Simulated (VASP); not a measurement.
Wanted: the native input for a VASP 6.6.1 run.

| Quantity | Value |
| --- | --- |
| Task | single point |
| Functional | PBE |
| Potentials or basis | VASP PAW PBE potentials, release 64 (Mg, Zn, Te, S) |
| Cutoff | 600 eV |
| k mesh | 8 × 8 × 8 |
| Occupations | gaussian, width 0.1 eV |
| Spin | no spin polarisation |
| Dipole correction | no |
| Further INCAR settings | ALGO = Normal; EDIFF = 1e-06; NBANDS = 31 |

The structure of MgZn2TeS2 lies in POSCAR:

```
MgZn2TeS2
1.0
    5.2993067775      0.0000000000      0.0000000000
    0.0000000000      5.2993067775      0.0000000000
    0.0000000000      0.0000000000      5.3958693864
Mg Zn Te S
1 2 1 2
Direct
    0.0000000000      0.0000000000      0.5000000000
    0.5000000000      0.5000000000      0.7422384607
    0.5000000000      0.5000000000      0.2577615393
    0.0000000000      0.0000000000      0.0000000000
    0.5000000000      0.0000000000      0.0000000000
    0.0000000000      0.5000000000      0.0000000000
```

One way to write it, as run:

INCAR

```
SYSTEM = MgZn2TeS2
  PREC = Accurate
  ENCUT = 600
  EDIFF = 1E-6
  ISMEAR = 0
  SIGMA = 0.1
  LREAL = .False.
  LASPH = .True.
  NELM = 120
  ALGO = Normal
  ISIF = 2
  LWAVE = .False.
  LCHARG = .False.
  GGA = PE
  NBANDS = 31
  GGA_COMPAT = .False.
```

KPOINTS

```
Automatic mesh
0
Gamma
  8 8 8
  0 0 0
```

Potentials or basis: VASP PAW PBE potentials, release 64 (Mg, Zn, Te, S).

Command:

```console
$ cat potpaw_PBE.64/Mg/POTCAR potpaw_PBE.64/Zn/POTCAR potpaw_PBE.64/Te/POTCAR potpaw_PBE.64/S/POTCAR > POTCAR
$ mpirun -np 1 vasp_std > vasp.out
```

Results of the run:

| Quantity | Value |
| --- | --- |
| Pressure | 0.0 GPa |
| Band gap on the k mesh | zero (bands 22 and 23 overlap by 1.46 eV) |

Caveat: spin-orbit coupling is left out, which moves the levels of the heavy elements.

Run time: 7.6 min on 1 thread of Oxide Virtual Turin-like Processor, on a shared host, peak memory 0.57 GiB.
